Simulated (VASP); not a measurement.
# Na (P6_3/mmc) in VASP: further runs, part 2 of 2

VASP 6.6.1. The steps go on from the part before.

## 3. Single point, LDA

This run uses another cell than the first one, of 23.59 Å³/atom, 1.065 times its volume.

INCAR reads:

```
ALGO = Normal ; EDIFF = 1E-6
ENCUT = 520 ; ISIF = 2
ISMEAR = 1 ; LASPH = True
LCHARG = True ; LELF = True
LREAL = False ; LVHAR = True
LWAVE = False ; NBANDS = 14
NELM = 60 ; PREC = Accurate
SIGMA = 0.1
```

KPOINTS reads:

```
k-points
0
Gamma
  9 9 5
```

POSCAR reads:

```
Na
1.0
    3.1777327906      0.0000000000      0.0000000000
   -1.5888663953      2.7519973231      0.0000000000
    0.0000000000      0.0000000000      5.3947172751
Na
2
Direct
    0.3333333333      0.6666666667      0.2500000000
    0.6666666667      0.3333333333      0.7500000000
```

Potentials or basis: VASP PAW LDA potentials, release 64 (Na_pv).

On the command line:

```console
> cat potpaw_LDA.64/Na_pv/POTCAR > POTCAR
> mpirun -np 1 vasp_std > vasp.out
```

OUTCAR:

```text
EDIFF = 1E-6
   ENCUT = 520
   ISIF = 2
   ISMEAR = 1
   LASPH = True
   LREAL = False
   NELM = 60
   PREC = Accurate

 ion  position               nearest neighbor table
   1  0.333  0.667  0.250-
   2  0.667  0.333  0.750-

  LATTYP: Found a hexagonal cell.
 ALAT       =     3.1777327906
 C/A-ratio  =     1.6976623368

  Lattice vectors:

 A1 = (   3.1777327906,   0.0000000000,   0.0000000000)
[... 585 lines left out ...]
      6     -22.9922      2.00000
      7       3.6199     -0.00000
      8       4.1469      0.00000
      9       4.1469      0.00000
     10       6.3316      0.00000
     11       7.4184      0.00000
     12       7.4184      0.00000
     13      10.1152      0.00000
     14      12.1928      0.00000

 [... further k-points ...]
[... 5 lines left out ...]
  --------------------------------------------------------------------------------------
  -------------------------------------------------------------------------------------
  Total        1.7622468      1.7622468      1.7472367     -0.0000000      0.0000000      0.0000000
  in kB       59.8471185     59.8471185     59.3373638     -0.0000000      0.0000000      0.0000000
  external PRESSURE =      59.6772003 kB  Pullay stress =       0.0000000 kB

 VOLUME and BASIS-vectors are now :
 -----------------------------------------------------------------------------
  energy-cutoff  :      520.00
  volume of cell :       47.18
      direct lattice vectors                 reciprocal lattice vectors
     3.177732791  0.000000000  0.000000000     0.314689770  0.181686223  0.000000000
    -1.588866395  2.751997323  0.000000000     0.000000000  0.363372446  0.000000000
     0.000000000  0.000000000  5.394717275     0.000000000  0.000000000  0.185366526

 POSITION                                       TOTAL-FORCE (eV/Angst)
 -----------------------------------------------------------------------------------
     -0.00000      1.83466      1.34868         0.000000     -0.000000      0.000000
      1.58887      0.91733      4.04604        -0.000000      0.000000      0.000000
 -----------------------------------------------------------------------------------
    total drift:                               -0.000000      0.000000      0.000000

  FREE ENERGIE OF THE ION-ELECTRON SYSTEM (eV)
  ---------------------------------------------------
  free  energy   TOTEN  =        -2.6488370779 eV

  energy  without entropy=       -2.6492435641  energy(sigma->0) =       -2.64897257
```

Wall time 12 s (1 thread of AMD EPYC 9R45 (Zen 5), shared host); peak memory 0.1 GiB.

What came out:

| Quantity | Value |
| --- | --- |
| Free energy | -2.6488 eV |
| Pressure | 6.0 GPa |
| Band gap on the k mesh | zero (band 7 reaches 4.16 eV, above the bottom of band 8 at -0.66 eV) |

## 4. Single point, LDA

This run uses another cell than the first one, of 25.52 Å³/atom, 1.152 times its volume.

INCAR reads:

```
SYSTEM = Na
ALGO = Normal
EDIFF = 1E-6
ENCUT = 520
ISIF = 2
ISMEAR = 1
LASPH = .True.
LCHARG = .False.
LREAL = .False.
LWAVE = .False.
NBANDS = 14
NELM = 80
PREC = Accurate
SIGMA = 0.1
```

KPOINTS reads:

```
k-points
0
Gamma
  9 9 5
  0 0 0
```

POSCAR reads:

```
Na
1.0
    3.2635167843      0.0000000000      0.0000000000
   -1.6317583921      2.8262884409      0.0000000000
    0.0000000000      0.0000000000      5.5337312130
Na
2
Direct
    0.3333333333      0.6666666667      0.2500000000
    0.6666666667      0.3333333333      0.7500000000
```

On the command line:

```console
> cat potpaw_LDA.64/Na_pv/POTCAR > POTCAR
> mpirun -np 1 vasp_std > vasp.out
```

Run time: 10 s. Hardware: 1 thread of AMD EPYC 9R45 (Zen 5), shared host; peak memory 0.11 GiB.

Results (log left out):

- Free energy: -2.7686 eV
- Pressure: 4.0 GPa
- Band gap on the k mesh: zero (band 7 reaches 3.74 eV, above the bottom of band 8 at -0.90 eV)

Levels at points of the mesh, in eV from the Fermi level:
```tsv
k point	band 4	band 5	band 6	band 7	band 8	band 9	band 10	band 11
(0.00, 0.00, 0.00)	-24.72	-24.72	-24.72	-4.14	0.44	1.09	12.52	12.57
```

## 5. Single point, LDA

This run uses another cell than the first one, of 28.38 Å³/atom, 1.281 times its volume.

INCAR reads:

```
PREC = Accurate
ENCUT = 520
EDIFF = 1E-7
ISMEAR = 1
SIGMA = 0.1
LREAL = F
LASPH = T
NELM = 60
ALGO = Normal
ISIF = 2
LWAVE = F
LCHARG = F
GGA = CA
NBANDS = 14
```

KPOINTS reads:

```
regular mesh
0
Gamma
  9 9 5
```

POSCAR reads:

```
Na
1.0
    3.3814426779      0.0000000000      0.0000000000
   -1.6907213390      2.9284152605      0.0000000000
    0.0000000000      0.0000000000      5.7315166597
Na
2
Direct
    0.3333333333      0.6666666667      0.2500000000
    0.6666666667      0.3333333333      0.7500000000
```

On the command line:

```console
> cat potpaw_LDA.64/Na_pv/POTCAR > POTCAR
> mpirun -np 1 vasp_std > vasp.out
```

Run time: 18 s. Hardware: 1 thread of AMD EPYC 9R45 (Zen 5), shared host; peak memory 0.12 GiB.

It converged, with:

```yaml
Free_energy: -2.8724 eV
Pressure: 2.0 GPa
Band_gap_on_the_k_mesh: zero (band 7 reaches 3.23 eV, above the bottom of band 8 at -1.18 eV)
```

Levels at points of the mesh, in eV from the Fermi level:
```tsv
k point	band 4	band 5	band 6	band 7	band 8	band 9	band 10	band 11
(0.00, 0.00, 0.00)	-24.76	-24.76	-24.76	-3.87	0.43	0.97	11.86	11.88
```

## 6. Single point, LDA

This run uses another cell than the first one, of 33.28 Å³/atom, 1.502 times its volume.

INCAR reads:

```
PREC     = Accurate       # precision mode
ENCUT    = 520            # plane-wave cutoff, eV
EDIFF    = 1E-6           # SCF threshold, eV
ISMEAR   = 1              # smearing method
SIGMA    = 0.1            # smearing width, eV
LREAL    = F              # projectors in reciprocal space
LASPH    = T              # aspherical terms in the spheres
NELM     = 100            # most SCF steps
ALGO     = Normal         # electronic algorithm
ISIF     = 2              # what is computed and relaxed
LWAVE    = F              # write WAVECAR
LCHARG   = F              # write CHGCAR
NBANDS   = 14             # bands
```

KPOINTS reads:

```
Automatic mesh
0
Gamma
  9 9 5
```

POSCAR reads:

```
Na
1.0
    3.5643148385      0.0000000000      0.0000000000
   -1.7821574192      3.0867871972      0.0000000000
    0.0000000000      0.0000000000      6.0492827377
Na
2
Direct
    0.3333333333      0.6666666667      0.2500000000
    0.6666666667      0.3333333333      0.7500000000
```

Potentials or basis: VASP PAW LDA potentials, release 64 (Na_pv).

On the command line:

```console
> cat potpaw_LDA.64/Na_pv/POTCAR > POTCAR
> mpirun -np 1 vasp_std > vasp.out
```

OUTCAR:

```text
PREC = Accurate
   ENCUT = 520
   EDIFF = 1E-6
   ISMEAR = 1
   LREAL = F
   LASPH = T
   NELM = 100
   ISIF = 2

 ion  position               nearest neighbor table
   1  0.333  0.667  0.250-
   2  0.667  0.333  0.750-

  LATTYP: Found a hexagonal cell.
 ALAT       =     3.5643148385
 C/A-ratio  =     1.6971796858

  Lattice vectors:

 A1 = (   3.5643148385,   0.0000000000,   0.0000000000)
 A2 = (  -1.7821574192,   3.0867871972,   0.0000000000)
 A3 = (   0.0000000000,   0.0000000000,   6.0492827377)

Analysis of symmetry for initial positions (statically):
=====================================================================
 Subroutine PRICEL returns:
 Original cell was already a primitive cell.

 Routine SETGRP: Setting up the symmetry group for a
 hexagonal supercell.

 Subroutine GETGRP returns: Found 24 space group operations
 (whereof 12 operations were pure point group operations)
 out of a pool of 24 trial point group operations.

The static configuration has the point symmetry D_3d.
 The point group associated with its full space group is D_6h.

Analysis of symmetry for dynamics (positions and initial velocities):
[... 165 lines left out ...]
 fundamental gap:      0.2791779376
 Fermi energy:         0.5871168117

 k-point     1 :       0.0000    0.0000    0.0000
  band No.  band energies     occupation
      1     -24.4308      2.00000
      2     -24.3903      2.00000
      3     -24.3903      2.00000
      4     -24.3846      2.00000
      5     -24.3846      2.00000
      6     -24.3834      2.00000
      7      -3.0410      2.00000
      8       0.8896     -0.00016
      9       1.2600     -0.00000
     10      11.3690      0.00000
     11      11.3690      0.00000
     12      11.3720      0.00000
     13      11.8474      0.00000
     14      11.8474      0.00000
[... 377 lines left out ...]
      1     -24.4242      2.00000
      2     -24.4217      2.00000
      3     -24.4217      2.00000
      4     -24.4136      2.00000
      5     -24.3972      2.00000
      6     -24.3972      2.00000
      7       2.1063     -0.00000
      8       2.3474     -0.00000
      9       2.3474     -0.00000
     10       4.3791      0.00000
     11       4.9449      0.00000
     12       4.9449      0.00000
     13       7.4407      0.00000
     14       8.4101      0.00000

 [... further k-points ...]
[... 5 lines left out ...]
  --------------------------------------------------------------------------------------
  -------------------------------------------------------------------------------------
  Total        0.0050168      0.0050168      0.0164106      0.0000000     -0.0000000     -0.0000000
  in kB        0.1207671      0.1207671      0.3950465      0.0000000     -0.0000000     -0.0000000
  external PRESSURE =       0.2121936 kB  Pullay stress =       0.0000000 kB

 VOLUME and BASIS-vectors are now :
 -----------------------------------------------------------------------------
  energy-cutoff  :      520.00
  volume of cell :       66.56
      direct lattice vectors                 reciprocal lattice vectors
     3.564314839  0.000000000  0.000000000     0.280558830  0.161980716  0.000000000
    -1.782157419  3.086787197  0.000000000     0.000000000  0.323961432  0.000000000
     0.000000000  0.000000000  6.049282738     0.000000000  0.000000000  0.165308855

 POSITION                                       TOTAL-FORCE (eV/Angst)
 -----------------------------------------------------------------------------------
     -0.00000      2.05786      1.51232        -0.000000     -0.000000      0.000000
      1.78216      1.02893      4.53696         0.000000      0.000000      0.000000
 -----------------------------------------------------------------------------------
    total drift:                                0.000000     -0.000000      0.000000

  FREE ENERGIE OF THE ION-ELECTRON SYSTEM (eV)
  ---------------------------------------------------
  free  energy   TOTEN  =        -2.9252304261 eV

  energy  without entropy=       -2.9258935338  energy(sigma->0) =       -2.92545146
```

It took 16 s on 1 thread of AMD EPYC 9R45 (Zen 5), shared host; peak memory 0.12 GiB.

Results:

```
Free energy            : -2.9252 eV
Pressure               : 0.0 GPa
Band gap on the k mesh : zero (band 7 reaches 2.56 eV, above the bottom of band 8 at -1.53 eV)
```

## 7. Summary

| cell | gap on the mesh (eV) | pressure (GPa) |
| --- | --- | --- |
| a = 3.114, b = 3.114, c = 5.278 Å, angles 90.0, 90.0, 120.0°, 2 atoms | none | 8.0 |
| a = 3.178, b = 3.178, c = 5.395 Å, angles 90.0, 90.0, 120.0°, 2 atoms | none | 6.0 |
| a = 3.264, b = 3.264, c = 5.534 Å, angles 90.0, 90.0, 120.0°, 2 atoms | none | 4.0 |
| a = 3.381, b = 3.381, c = 5.732 Å, angles 90.0, 90.0, 120.0°, 2 atoms | none | 2.0 |
| a = 3.564, b = 3.564, c = 6.049 Å, angles 90.0, 90.0, 120.0°, 2 atoms | none | 0.0 |

Alike in all rows: task single point; level LDA; potentials or basis VASP PAW LDA potentials, release 64 (Na_pv); no spin polarisation; k mesh 9 × 9 × 5; cutoff (eV) 520; smearing methfessel-paxton 0.1 eV.

Absolute energies hang on the potentials; compare differences alone.
